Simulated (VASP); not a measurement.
Crystal: Tc.

```
CELL_PARAMETERS angstrom
2.74000 0.00000 0.00000
-1.37000 2.37291 0.00000
0.00000 0.00000 4.39800
ATOMIC_POSITIONS crystal
Tc 0.33333 0.66667 0.25000
Tc 0.66667 0.33333 0.75000
```

Base run:

| Property | Result |
| --- | --- |
| Program | VASP 6.6.1 |
| Functional | PBE |
| Potentials or basis | VASP PAW PBE potentials, release 64 (Tc_pv) |
| Cutoff | 520 eV |
| k mesh | 8 × 8 × 4 |
| Occupations | fermi-dirac, width 0.08 eV |
| Spin | no spin polarisation |

Its results: band gap on the k mesh zero (bands 13 and 14 overlap by 3.35 eV); pressure 1.8 GPa.

The run is repeated on the same cell with these changes: k mesh from 8 × 8 × 4 to 13 × 13 × 7. What comes out?

Band gap on the k mesh zero (bands 13 and 14 overlap by 3.35 eV); pressure 2.6 GPa.
